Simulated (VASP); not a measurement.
Set up this calculation in VASP 6.6.1, as the native input.

```yaml
Task: single point
Functional: PBEsol
Potentials_or_basis: VASP PAW PBE potentials, release 64 (Sc_sv)
Cutoff: 520 eV
k_mesh: 11 × 11 × 6
Occupations: fermi-dirac, width 0.05 eV
Spin: no spin polarisation
Dipole_correction: no
Further_INCAR_settings: ALGO = Normal; EDIFF = 1e-06; NBANDS = 18
```

The structure of Sc lies in POSCAR:

```
Sc
1.0
    3.2754720000      0.0000000000      0.0000000000
   -1.6377360000      2.8366420000      0.0000000000
    0.0000000000      0.0000000000      5.1051270000
Sc
2
Direct
    0.3333330000      0.6666670000      0.2500000000
    0.6666670000      0.3333330000      0.7500000000
```

One way to write it, as run:

INCAR

```
ALGO     = Normal         # electronic algorithm
EDIFF    = 1E-6           # SCF threshold, eV
ENCUT    = 520            # plane-wave cutoff, eV
GGA      = PS             # functional
ISIF     = 2              # what is computed and relaxed
ISMEAR   = -1             # smearing method
LASPH    = T              # aspherical terms in the spheres
LCHARG   = F              # write CHGCAR
LREAL    = F              # projectors in reciprocal space
LWAVE    = F              # write WAVECAR
NBANDS   = 18             # bands
NELM     = 80             # most SCF steps
PREC     = Accurate       # precision mode
SIGMA    = 0.05           # smearing width, eV
```

KPOINTS

```
k-points
0
Gamma
  11 11 6
```

Potentials or basis: VASP PAW PBE potentials, release 64 (Sc_sv).

Launch:

```console
$ cat potpaw_PBE.64/Sc_sv/POTCAR > POTCAR
$ mpirun -np 1 vasp_std > vasp.out
```

Results of the run:

- Pressure: -0.2 GPa
- Band gap on the k mesh: zero (band 11 reaches 4.80 eV, above the bottom of band 12 at 3.25 eV)

Caveat: the PAW data sets were made with another functional, which shifts forces and pressure a little.

Wall time 73 s on 1 thread of AMD EPYC 7R13, on a shared host, peak memory 0.16 GiB.
